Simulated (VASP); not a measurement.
Crystal: SiC2.

```
CELL_PARAMETERS angstrom
2.08437 0.00000 0.00000
-1.04218 1.80511 0.00000
0.00000 0.00000 21.70052
ATOMIC_POSITIONS crystal
Si 0.33333 0.66667 0.50000
Si 0.66667 0.33333 0.50000
C 0.33333 0.66667 0.83333
C 0.33333 0.66667 0.16667
C 0.66667 0.33333 0.83333
C 0.66667 0.33333 0.16667
```

| Item | Value |
| --- | --- |
| Program | VASP 6.6.1 |
| Task | relaxation of cell and atoms |
| Functional | PBE |
| Potentials or basis | VASP PAW PBE potentials, release 64 (Si, C) |
| Cutoff | 600 eV |
| k mesh | 12 × 12 × 1 |
| Occupations | gaussian, width 0.1 eV |
| Spin | no spin polarisation |

At the start: pressure 362.5 GPa; volume 13.61 Å³/atom.

Q: Where does the relaxation end?

A: Over 21 steps the energy falls by 15571.1 meV/atom and the volume is 19.68 Å³/atom (+44.6 %); space group P6/mmm (No. 191, to 0.05 Å).

The path:
```tsv
step	energy change (eV)	largest force (eV/Å)	pressure (GPa)	volume (Å³)
1	0.0000	0.0001	362.51	81.65
2	-45.6715	0.0019	-5.22	850.18
3	-52.1388	0.0017	-5.52	711.74
4	-57.2823	0.0020	-6.28	611.63
5	-85.2417	0.0022	-12.63	285.11
6	-92.2475	0.0012	12.04	167.99
7	-92.6587	0.0014	-5.84	207.52
8	-93.2163	0.0010	-2.10	192.68
9	-93.2564	0.0011	0.17	187.06
10	-93.2534	0.0011	-0.83	189.60
11	-93.2577	0.0012	0.32	185.82
12	-93.2597	0.0011	-0.07	187.22
13	-93.2627	0.0013	-0.07	186.38
14	-93.2713	0.0011	-0.08	183.86
15	-93.2878	0.0013	-0.11	178.81
16	-93.3177	0.0015	-0.18	168.69
17	-93.3703	0.0022	-0.43	148.34
18	-93.3978	0.0099	-1.04	107.17
19	-93.4036	0.0018	-0.70	133.30
20	-93.4221	0.0013	-0.97	120.27
21	-93.4266	0.0019	-0.20	118.07
```

Final structure:
```xyz
6
Lattice="3.1706 0.0000 0.0000 -1.5853 2.7459 0.0000 0.0000 0.0000 13.5618" Properties=species:S:1:pos:R:3 pbc="T T T"
Si    0.0000    1.8306    6.7809
Si    1.5853    0.9153    6.7809
C     0.0000    1.8306   11.2989
C     0.0000    1.8306    2.2628
C     1.5853    0.9153   11.2989
C     1.5853    0.9153    2.2628
```

Caveat: the volume moved by over 15 % at a fixed basis, so the end points are rough; this functional lacks dispersion, which binds the layers, so the pressure and a relaxed spacing across them are unreliable.
